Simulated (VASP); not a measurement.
Input of a VASP 6.6.1 run:

File INCAR:

```
SYSTEM = BP
ALGO     = Normal         ! electronic algorithm
EDIFF    = 1E-6           ! SCF threshold, eV
ENCUT    = 520            ! plane-wave cutoff, eV
GGA      = PS             ! functional
ISIF     = 2              ! what is computed and relaxed
ISMEAR   = 0              ! smearing method
LASPH    = .TRUE.         ! aspherical terms in the spheres
LCHARG   = .FALSE.        ! write CHGCAR
LREAL    = .FALSE.        ! projectors in reciprocal space
LWAVE    = .FALSE.        ! write WAVECAR
NBANDS   = 11             ! bands
NELM     = 100            ! most SCF steps
PREC     = Accurate       ! precision mode
SIGMA    = 0.01           ! smearing width, eV
```

KPOINTS

```
k-points
0
G
  8 8 8
  0 0 0
```

Contents of POSCAR:

```
BP
1.0
    0.0000000000      2.2460792410      2.2460792410
    2.2460792410      0.0000000000      2.2460792410
    2.2460792410      2.2460792410      0.0000000000
B P
1 1
Direct
    0.0000000000      0.0000000000      0.0000000000
    0.2500000000      0.2500000000      0.2500000000
```

Potentials or basis: VASP PAW PBE potentials, release 64 (B, P).

Launch:

```bash
$ cat potpaw_PBE.64/B/POTCAR potpaw_PBE.64/P/POTCAR > POTCAR
$ mpirun -np 1 vasp_std > vasp.out
```

(1) Predict the band gap on the k mesh.

(2) What does it give for the pressure?

Answers

(1) 1.13 eV, indirect (least direct gap 3.40 eV).

(2) 3.4 GPa.

Caveat: the PAW data sets were made with another functional, which shifts forces and pressure a little.
